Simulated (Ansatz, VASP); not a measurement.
# C: VASP beside Ansatz

INCAR

```
ALGO     = Normal         # electronic algorithm
EDIFF    = 1E-8           # SCF threshold, eV
ENCUT    = 520            # plane-wave cutoff, eV
GGA      = PE             # functional
ISIF     = 2              # what is computed and relaxed
ISMEAR   = -1             # smearing method
LASPH    = True           # aspherical terms in the spheres
LCHARG   = False          # write CHGCAR
LEFG     = True         
LREAL    = False          # projectors in reciprocal space
LWAVE    = False          # write WAVECAR
NBANDS   = 11             # bands
NELM     = 100            # most SCF steps
PREC     = Accurate       # precision mode
SIGMA    = 0.05           # smearing width, eV
```

File KPOINTS:

```
k-points
0
Gamma
  13 13 13
```

File POSCAR:

```
C
1.0
    0.0000000000      2.0103628793      2.0103628793
    2.0103628793      0.0000000000      2.0103628793
    2.0103628793      2.0103628793      0.0000000000
C
2
Direct
   -0.1250000000     -0.1250000000     -0.1250000000
    0.1250000000      0.1250000000      0.1250000000
```

Input for Ansatz:

```yaml
crystal:
  lattice:
    - [0.0, 2.0103628793, 2.0103628793]
    - [2.0103628793, 0.0, 2.0103628793]
    - [2.0103628793, 2.0103628793, 0.0]
  atoms:
    - { symbol: C, position: [-0.125, -0.125, -0.125] }
    - { symbol: C, position: [0.125, 0.125, 0.125] }
kpoints:
  mp_grid: { grid: [13, 13, 13] }
scf:
  occupations: { method: fermi_dirac, width: 0.05 }
hamiltonian:
  xc: pbe
  pseudopotentials: { kind: paw }
output:
  forces: true
  stress: true
  eigenvalues: true
  efg: { contact_densities: true }
  populations: true
  write_density: true
  write_potential: true
  elf: true
  volumetric_format: npy
```

Change from the starting cell: shortest bond scaled by 1, PAW files.

Alike in both runs: task electric field gradients; functional PBE; k mesh 13 × 13 × 13; occupations fermi-dirac, width 0.05 eV; no spin polarisation.

|  | VASP | Ansatz |
| --- | --- | --- |
| version | VASP 6.6.1 | Ansatz 0.2.0 |
| potentials or method | VASP PAW PBE potentials, release 64 (C) | PAW with Ansatz's default frozen-core files, scalar-relativistic |
| plane-wave cutoff (eV) | 520 | 420 |
| valence electrons in the cell | 8 | 8 |

```tsv
	VASP	Ansatz	Ansatz less VASP
gap on the k mesh at the Fermi level (eV)	3.39	3.40	+0.007
pressure (GPa)	-77.2	-77.3	-0.17
```

Both programs put the cell under strong tension, so it lies far from rest at this level.

Noted on VASP's run: the cell as given lies far from equilibrium.
